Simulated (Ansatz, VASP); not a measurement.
**One calculation of Ga3Bi2N3, two programs**

The input INCAR:

```
PREC     = Accurate       # precision mode
ENCUT    = 600            # plane-wave cutoff, eV
EDIFF    = 1E-6           # SCF threshold, eV
ISMEAR   = 0              # smearing method
SIGMA    = 0.1            # smearing width, eV
LREAL    = F              # projectors in reciprocal space
LASPH    = T              # aspherical terms in the spheres
NELM     = 120            # most SCF steps
ALGO     = Normal         # electronic algorithm
ISIF     = 2              # what is computed and relaxed
LWAVE    = F              # write WAVECAR
LCHARG   = F              # write CHGCAR
GGA      = PE             # functional
NBANDS   = 52             # bands
GGA_COMPAT= F
```

The input KPOINTS:

```
regular mesh
0
Gamma
  3 3 6
```

The input POSCAR:

```
Ga3Bi2N3
1.0
    6.9427557868      0.0000000000      0.0000000000
   -3.4713778934      6.0126028836      0.0000000000
    0.0000000000      0.0000000000      3.0788398377
Ga Bi N
3 2 3
Direct
    0.5886418962      0.7943209481      0.0000000000
    0.2056790519      0.7943209481      0.0000000000
    0.2056790519      0.4113581038      0.0000000000
    0.0000000000      0.0000000000      0.5000000000
    0.6666666667      0.3333333333      0.0000000000
    0.0478841573      0.5239420786      0.5000000000
    0.4760579214      0.5239420786      0.5000000000
    0.4760579214      0.9521158427      0.5000000000
```

Input for Ansatz:

```yaml
crystal:
  lattice:
    - [6.9427557868, 0.0, 0.0]
    - [-3.4713778934, 6.0126028836, 0.0]
    - [0.0, 0.0, 3.0788398377]
  atoms:
    - { symbol: Ga, position: [0.5886418962, 0.7943209481, 0.0] }
    - { symbol: Ga, position: [0.2056790519, 0.7943209481, 0.0] }
    - { symbol: Ga, position: [0.2056790519, 0.4113581038, 0.0] }
    - { symbol: Bi, position: [0.0, 0.0, 0.5] }
    - { symbol: Bi, position: [0.6666666667, 0.3333333333, 0.0] }
    - { symbol: "N", position: [0.0478841573, 0.5239420786, 0.5] }
    - { symbol: "N", position: [0.4760579214, 0.5239420786, 0.5] }
    - { symbol: "N", position: [0.4760579214, 0.9521158427, 0.5] }
basis:
  ecutwfc: 420
kpoints:
  mp_grid: { grid: [3, 3, 6] }
hamiltonian:
  xc: pbe
scf:
  occupations: { method: gaussian, width: 0.1 }
  lower_state_search: "off"
output:
  forces: true
  stress: true
  eigenvalues: true
```

Change from the starting cell: species swapped into the Mn3Fe3Ge2 type (P-6m2, No. 187).

Alike in both runs: task single point; functional PBE; k mesh 3 × 3 × 6; occupations gaussian, width 0.1 eV; no spin polarisation.

```csv
,VASP,Ansatz
version,VASP 6.6.1,Ansatz 0.2.0
potentials or method,"VASP PAW PBE potentials, release 64 (Ga_d, Bi_d, N), cutoff 600 eV","scalar-relativistic, plane waves, PAW"
valence electrons in the cell,84,84
```

```csv
,VASP,Ansatz,Ansatz less VASP
gap on the k mesh at the Fermi level (eV),none,none,-
pressure (GPa),-0.2,-0.3,-0.08
"traceless stress, the component that is largest in VASP (GPa)",-5.50,-5.56,-0.057
rms of the force components (eV/Å),0.093,0.101,+0.0076
```

Atom by atom the forces differ by 0.012 eV/Å (rms over components). A gap of «none» marks a metal or a gap that the smearing closes.

Spin-orbit coupling is off throughout.
